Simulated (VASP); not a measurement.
Te6Mo3H (a cell with a defect), 10 atoms in the cell. The cell holds a defect, 10 atoms: a = 3.433 Å, b = 3.433 Å, c = 20.770 Å, α = 90.00°, β = 90.00°, γ = 120.00°. 

```yaml
Program: VASP 6.6.1
Task: single point
Functional: PBEsol
Dispersion: D3(BJ)
Potentials_or_basis: VASP PAW PBE potentials, release 64 (Te, Mo_sv, H)
Cutoff: 400 eV
k_mesh: 9 × 9 × 2
Occupations: gaussian, width 0.05 eV
Spin: no spin polarisation
Dipole_correction: no
Further_INCAR_settings: ALGO = Normal; EDIFF = 1e-06; NBANDS = 50
```

Potentials or basis: VASP PAW PBE potentials, release 64 (Te, Mo_sv, H).

Launch:

```bash
$ cat potpaw_PBE.64/Te/POTCAR potpaw_PBE.64/Mo_sv/POTCAR potpaw_PBE.64/H/POTCAR > POTCAR
$ mpirun -np 1 vasp_std > vasp.out
```

Hardware: 1 thread of Oxide Virtual Turin-like Processor, on a shared host.

**Question.** How long does it take, and how much memory?

**Answer.** Run time: 13 min on 1 thread of Oxide Virtual Turin-like Processor (shared host), peak memory 0.56 GiB. Counts: scf iterations 17, k points 82.
